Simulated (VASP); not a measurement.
Write the native input for VASP 6.6.1 that does the following.

```yaml
Task: single point
Functional: PBEsol
Potentials_or_basis: VASP PAW PBE potentials, release 64 (Si)
Cutoff: 520 eV
k_mesh: 14 × 14 × 14
Occupations: fermi-dirac, width 0.1 eV
Spin: no spin polarisation
Dipole_correction: no
Further_INCAR_settings: ALGO = Normal; EDIFF = 1e-06; NBANDS = 8
```

The structure of Si lies in POSCAR:

```
Si
1.0
    2.5760266112      0.0000000000      0.0000000000
    0.0000000000      2.5760266112      0.0000000000
    0.0000000000      0.0000000000      2.5760266112
Si
1
Direct
    0.0000000000      0.0000000000      0.0000000000
```

This cell differs from its parent crystal: volume scaled by 1.08.

These files were run (other wordings do the same):

INCAR

```
ALGO = Normal
EDIFF = 1E-6
ENCUT = 520
GGA = PS
ISIF = 2
ISMEAR = -1
LASPH = T
LCHARG = F
LREAL = F
LWAVE = F
NBANDS = 8
NELM = 100
PREC = Accurate
SIGMA = 0.1
```

KPOINTS

```
k-points
0
Gamma
  14 14 14
```

Potentials or basis: VASP PAW PBE potentials, release 64 (Si).

Launch:

```console
$ cat potpaw_PBE.64/Si/POTCAR > POTCAR
$ mpirun -np 1 vasp_std > vasp.out
```

Results of the run:

```json
{
 "Pressure": "-6.7 GPa",
 "Band gap on the k mesh": "zero (band 2 reaches 14.89 eV, above the bottom of band 3 at 4.85 eV)"
}
```

Caveat: the PAW data sets were made with another functional, which shifts forces and pressure a little.

It took 12 s on 1 thread of Intel Xeon 8259CL, on a shared host, peak memory 0.12 GiB.
